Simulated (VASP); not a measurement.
Input of a VASP 6.6.1 run:

File INCAR:

```
  ALGO = Normal
  EDIFF = 1E-6
  ENCUT = 500
  GGA = PE
  GGA_COMPAT = False
  ISIF = 2
  ISMEAR = 0
  LASPH = True
  LCHARG = True
  LELF = True
  LMAXMIX = 6
  LREAL = False
  LVHAR = True
  LWAVE = False
  NBANDS = 36
  NELM = 200
  PREC = Accurate
  SIGMA = 0.2
```

KPOINTS

```
k-points
0
Gamma
  3 3 3
```

POSCAR

```
Pr4Hg
1.0
    7.0089309627     -0.0000000035      0.0000000000
   -3.5044654783      6.0699122688      0.0000000000
    0.0000000000      0.0000000000      5.7583022988
Pr Hg
4 1
Direct
    0.5000000000      0.0000000000      0.5000000000
    0.0000000000      0.5000000000      0.5000000000
    0.5000000000      0.5000000000      0.5000000000
    0.0000000000      0.0000000000      0.5000000000
    0.0000000000      0.0000000000      0.0000000000
```

Potentials or basis: VASP PAW PBE potentials, release 64 (Pr_3, Hg), 4f in core.

Launch:

```bash
$ cat potpaw_PBE.64/Pr_3/POTCAR potpaw_PBE.64/Hg/POTCAR > POTCAR
$ mpirun -np 1 vasp_std > vasp.out
```

Question: Predict the pressure.

Answer: 0.2 GPa.

Question: Estimate the band gap on the k mesh.

Answer: Zero (bands 28 and 29 overlap by 0.89 eV).

Stress tensor (GPa, compression positive):
```
0.01 0.00 0.00
0.00 0.01 0.00
0.00 0.00 0.48
```

Caveat: the k points lie up to 0.36 Å⁻¹ apart, too coarse for converged energies and pressures of a metal; spin-orbit coupling is left out, which moves the levels of the heavy elements; the 4f electrons are frozen in the core, so they carry no moment and show no levels. Spin polarisation is off, so any magnetic state and its effect on volume and gap are missing.
